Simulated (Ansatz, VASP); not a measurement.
**FeCo: VASP beside Ansatz**

```
CELL_PARAMETERS angstrom
2.74685 0.00000 0.00000
0.00000 2.74685 0.00000
0.00000 0.00000 2.74685
ATOMIC_POSITIONS crystal
Fe 0.50000 0.50000 0.50000
Co 0.00000 0.00000 0.00000
```

Alike in both runs: task single point; functional LDA; k mesh 16 × 16 × 16; occupations gaussian, width 0.05 eV; collinear spin.

|  | VASP | Ansatz |
| --- | --- | --- |
| version | VASP 6.6.1 | Ansatz 0.2.0 |
| potentials or method | VASP PAW LDA potentials, release 64 (Fe, Co), cutoff 600 eV | scalar-relativistic, plane waves, PAW |
| valence electrons in the cell | 17 | 33 |

Ansatz gave:

```
gap on the k mesh at the Fermi level (eV)                     : none
pressure (GPa)                                                : 5.2
net moment per atom (μB)                                      : 2.16
size of the moment on the site where the two differ most (μB) : 1.76
```

Q: Which values does VASP return?

A: gap on the k mesh at the Fermi level (eV): none; pressure (GPa): 3.9; net moment per atom (μB): 2.12; size of the moment on the site where the two differ most (μB): 1.69.

LDA's correlation is that of Perdew and Zunger in VASP and of Perdew and Wang (1992) in Ansatz. Site moments also hang on the region over which each program counts them. A gap of «none» marks a metal or a gap that the smearing closes. VASP's potentials hold 17 valence electrons a cell and Ansatz's 33, so a difference there can come from the potentials and not from the codes.
